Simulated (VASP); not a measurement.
# SiPbI2 (R-3m) in VASP: notebook, part 2 of 2

VASP 6.6.1. The steps go on from the part before.

### 5 Single point, PBE

This run uses another cell than the first one, of 32.43 Å³/atom.

File INCAR:

```
PREC = Accurate
ENCUT = 520
EDIFF = 1E-6
ISMEAR = 0
SIGMA = 0.1
LREAL = F
LASPH = T
NELM = 80
ALGO = Normal
ISIF = 2
LWAVE = F
LCHARG = F
GGA = PE
NBANDS = 24
```

File KPOINTS:

```
regular mesh
0
Gamma
  12 12 12
```

File POSCAR:

```
SiPbI2
1.0
    1.9737249268      1.1395306178      9.6138826718
   -1.9737249268      1.1395306178      9.6138826718
    0.0000000000     -2.2790612356      9.6138826718
Si Pb I
1 1 2
Direct
    0.0000000000      0.0000000000      0.0000000000
    0.5000000000      0.5000000000      0.5000000000
    0.7334476426      0.7334476426      0.7334476426
    0.2665523574      0.2665523574      0.2665523574
```

Potentials or basis: VASP PAW PBE potentials, release 64 (Si, Pb_d, I).

On the command line:

```bash
$ cat potpaw_PBE.64/Si/POTCAR potpaw_PBE.64/Pb_d/POTCAR potpaw_PBE.64/I/POTCAR > POTCAR
$ mpirun -np 1 vasp_std > vasp.out
```

OUTCAR:

```text
PREC = Accurate
   ENCUT = 520
   EDIFF = 1E-6
   ISMEAR = 0
   LREAL = F
   LASPH = T
   NELM = 80
   ISIF = 2
   GGA = PE

 ion  position               nearest neighbor table
   1  0.000  0.000  0.000-   3 2.98   3 2.98   4 2.98   4 2.98   3 2.98   4 2.98
   2  0.500  0.500  0.500-   4 3.67   4 3.67   3 3.67   3 3.67   4 3.67   3 3.67
   3  0.733  0.733  0.733-   1 2.98   1 2.98   1 2.98   2 3.67   2 3.67   2 3.67
   4  0.267  0.267  0.267-   1 2.98   1 2.98   1 2.98   2 3.67   2 3.67   2 3.67

  LATTYP: Found a trigonal (rhomboedric) cell.
 ALAT       =     9.8803269249
 COS(alpha) =     0.9201893923

  Lattice vectors:

 A1 = (   1.9737249268,   1.1395306178,   9.6138826718)
 A2 = (  -1.9737249268,   1.1395306178,   9.6138826718)
 A3 = (   0.0000000000,  -2.2790612356,   9.6138826718)

Analysis of symmetry for initial positions (statically):
=====================================================================
 Subroutine PRICEL returns:
 Original cell was already a primitive cell.

 Routine SETGRP: Setting up the symmetry group for a
 trigonal (rhombohedral) supercell.

 Subroutine GETGRP returns: Found 12 space group operations
 (whereof 12 operations were pure point group operations)
 out of a pool of 12 trial point group operations.

The static configuration has the point symmetry D_3d.

Analysis of symmetry for dynamics (positions and initial velocities):
=====================================================================
 Subroutine PRICEL returns:
 Original cell was already a primitive cell.

 Routine SETGRP: Setting up the symmetry group for a
 trigonal (rhombohedral) supercell.

 Subroutine GETGRP returns: Found 12 space group operations
 (whereof 12 operations were pure point group operations)
 out of a pool of 12 trial point group operations.

The dynamic configuration has the point symmetry D_3d.

 Subroutine INISYM returns: Found 12 space group operations
[... 118 lines left out ...]
   IALGO  =     38    algorithm
   IMIX   =      4    mixing-type and parameters
     AMIX     =   0.40;   BMIX     =  1.00
     AMIX_MAG =   1.60;   BMIX_MAG =  1.00
  volume/ion in A,a.u.               =      32.43       218.88
  Fermi-wavevector in a.u.,A,eV,Ry     =   1.026685  1.940154 14.341660  1.054082
  Thomas-Fermi vector in A             =   2.160591
   LORBIT       =      0    0 simple, 1 ext, 2 COOP (PROOUT), +10 PAW based schemes
   GGA     = PE    functional components
   LHFCALC =     F    Hartree Fock is set to
   AEXX    =    0.0000 exact exchange contribution
   IVDW    =     0    specifies the selected vdW correction
   LEPSILON=     F    determine dielectric tensor
   LRPA    =     F    only Hartree local field effects (RPA)
 non-spin polarized calculation
 Gauss-broadening in eV      SIGMA  =   0.10
  energy-cutoff  :      520.00
  volume of cell :      129.74
 maximum number of plane-waves:      3543
 NGX is ok and might be reduce to    80
   NGX = 37   NGY = 37   NGZ = 37

 number of electron      32.0000003 magnetization

 Free energy of the ion-electron system (eV)
  ---------------------------------------------------
  ext. energy  EPLUGINS =         0.00000000
  ---------------------------------------------------
  free energy    TOTEN  =       -11.18775162 eV

  energy without entropy =      -11.17798136  energy(sigma->0) =      -11.18286649

 E-fermi :   6.1454     XC(G=0):  -9.1221

 val. band max:        6.1366492606   @ k =  -0.1667   0.1667   0.0000
 cond. band min:       6.1464054225   @ k =   0.4167   0.1667   0.0000
 fundamental gap:      0.0097561619
 Fermi energy:         6.1453816163

 k-point     1 :       0.0000    0.0000    0.0000
  band No.  band energies     occupation
      1     -11.3315      2.00000
      2     -11.2484      2.00000
      3     -11.2484      2.00000
      4     -11.1918      2.00000
      5     -11.1918      2.00000
      6      -8.7817      2.00000
[... 637 lines left out ...]
     23      11.6640      0.00000
     24      13.3484      0.00000

 [... further k-points ...]

------------------------ aborting loop because EDIFF is reached ----------------------------------------

  FORCE on cell =-STRESS in cart. coord.  units (eV):
  Direction    XX          YY          ZZ          XY          YZ          ZX
  --------------------------------------------------------------------------------------
  -------------------------------------------------------------------------------------
  Total       -0.0227458     -0.0227458     -0.0173155      0.0000000      0.0000000      0.0000000
  in kB       -0.2808987     -0.2808987     -0.2138374      0.0000000      0.0000000      0.0000000
  external PRESSURE =      -0.2585449 kB  Pullay stress =       0.0000000 kB

 VOLUME and BASIS-vectors are now :
 -----------------------------------------------------------------------------
  energy-cutoff  :      520.00
  volume of cell :      129.74
      direct lattice vectors                 reciprocal lattice vectors
     1.973724927  1.139530618  9.613882672     0.253328107  0.146259051  0.034672083
    -1.973724927  1.139530618  9.613882672    -0.253328107  0.146259051  0.034672083
     0.000000000 -2.279061236  9.613882672     0.000000000 -0.292518102  0.034672083

 POSITION                                       TOTAL-FORCE (eV/Angst)
 -----------------------------------------------------------------------------------
      0.00000      0.00000      0.00000         0.000000     -0.000000     -0.000000
      0.00000      0.00000     14.42082        -0.000000     -0.000000     -0.000000
      0.00000      0.00000     21.15384         0.000000      0.000000      0.000894
      0.00000      0.00000      7.68781         0.000000     -0.000000     -0.000894
 -----------------------------------------------------------------------------------
    total drift:                               -0.000000      0.000000     -0.000000

  FREE ENERGIE OF THE ION-ELECTRON SYSTEM (eV)
  ---------------------------------------------------
  free  energy   TOTEN  =       -11.1877516205 eV

  energy  without entropy=      -11.1779813605  energy(sigma->0) =      -11.18286649
```

OSZICAR:

```text
N       E                     dE             d eps       ncg     rms          rms(c)
DAV:   1     0.246776716416E+03    0.24678E+03   -0.13244E+04  9072   0.120E+03
DAV:   2     0.129861422544E+02   -0.23379E+03   -0.21973E+03  9536   0.292E+02
DAV:   3    -0.102572309080E+02   -0.23243E+02   -0.22408E+02 12104   0.956E+01
DAV:   4    -0.111705973650E+02   -0.91337E+00   -0.91121E+00 11840   0.209E+01
DAV:   5    -0.111983123106E+02   -0.27715E-01   -0.27712E-01 13088   0.340E+00    0.768E+00
DAV:   6    -0.111867699838E+02    0.11542E-01   -0.27338E-02 11304   0.133E+00    0.489E+00
DAV:   7    -0.111880559296E+02   -0.12859E-02   -0.38566E-02 12016   0.133E+00    0.353E-01
DAV:   8    -0.111876567859E+02    0.39914E-03   -0.27341E-03 11424   0.420E-01    0.109E-01
DAV:   9    -0.111877363200E+02   -0.79534E-04   -0.44960E-04 12768   0.184E-01    0.358E-02
DAV:  10    -0.111877488771E+02   -0.12557E-04   -0.31421E-05 11280   0.346E-02    0.230E-02
DAV:  11    -0.111877521236E+02   -0.32466E-05   -0.10487E-05 11312   0.210E-02    0.760E-03
DAV:  12    -0.111877516205E+02    0.50319E-06   -0.75730E-07  8112   0.881E-03
   1 F= -.11187752E+02 E0= -.11182866E+02  d E =-.977026E-02
```

stdout:

```text
POSCAR found type information on POSCAR SiPbI
 POSCAR found :  3 types and       4 ions
 scaLAPACK will be used
 LDA part: xc-table for (Slater+PW92), standard interpolation
 POSCAR, INCAR and KPOINTS ok, starting setup
 FFT: planning ... GRIDC
 FFT: planning ... GRID_SOFT
 FFT: planning ... GRID
 WAVECAR not read
 entering main loop
```

It took 25 min on 1 thread of Intel Xeon 6975P-C (Granite Rapids), shared host; peak memory 1.4 GiB.

What came out:

| Item | Value |
| --- | --- |
| Free energy | -11.1878 eV |
| Pressure | 0.0 GPa |
| Band gap on the k mesh | zero (bands 16 and 17 overlap by 1.75 eV) |

Levels at points of the mesh, in eV from the Fermi level:
```tsv
k point	band 12	band 13	band 14	band 15	band 16	band 17	band 18	band 19	band 20	band 21
(0.00, 0.00, 0.00)	-2.56	-2.44	-2.44	-1.35	0.12	1.10	1.10	2.23	3.87	3.87
(0.50, 0.00, 0.00)	-4.61	-3.88	-3.39	-3.12	-1.17	0.73	1.07	1.40	1.40	2.18
(0.50, 0.50, 0.00)	-4.14	-3.91	-3.06	-2.66	-2.07	-0.26	0.99	1.77	2.39	2.75
(0.50, 0.50, 0.50)	-2.54	-2.54	-2.45	-2.45	1.08	1.13	1.13	1.58	3.71	3.71
```

Caveat: spin-orbit coupling is left out, which moves the levels of the heavy elements.

### 6 Overview

```csv
task,cell,k mesh,cutoff (eV),gap on the mesh (eV),pressure (GPa),largest force (eV/Å)
single point,"a = 8.304 Å, angles 29.9°, 4 atoms, atomic positions A",6 × 6 × 6,520,none,10.7,2.73
single point,"a = 9.821 Å, angles 23.3°, 4 atoms, atomic positions B",6 × 6 × 6,520,none,-0.1,0.02
relaxation of cell and atoms,"relaxed from a = 8.304 Å, angles 29.9°, 4 atoms, atomic positions A",6 × 6 × 6,600,none,0.0,0.04
single point,"a = 9.880 Å, angles 23.0°, 4 atoms, atomic positions C",12 × 12 × 12,520,none,0.0,-
```

Alike in all rows: level PBE; potentials or basis VASP PAW PBE potentials, release 64 (Si, Pb_d, I); no spin polarisation; smearing gaussian 0.1 eV.

Caveats: spin-orbit coupling is left out, which moves the levels of the heavy elements; the cell stands under pressure (at least some runs); forces of over 1 eV/Å act on the atoms, so gaps and moduli don't describe the material at rest (at least some runs); a cell axis changed by over 15 % at a fixed basis, so the end point is rough (at least some runs).

Total energies depend on the potentials used, so only differences within one code and one set of settings carry meaning.

The gap in the log of VASP goes by the Fermi energy; the results here count the filled bands.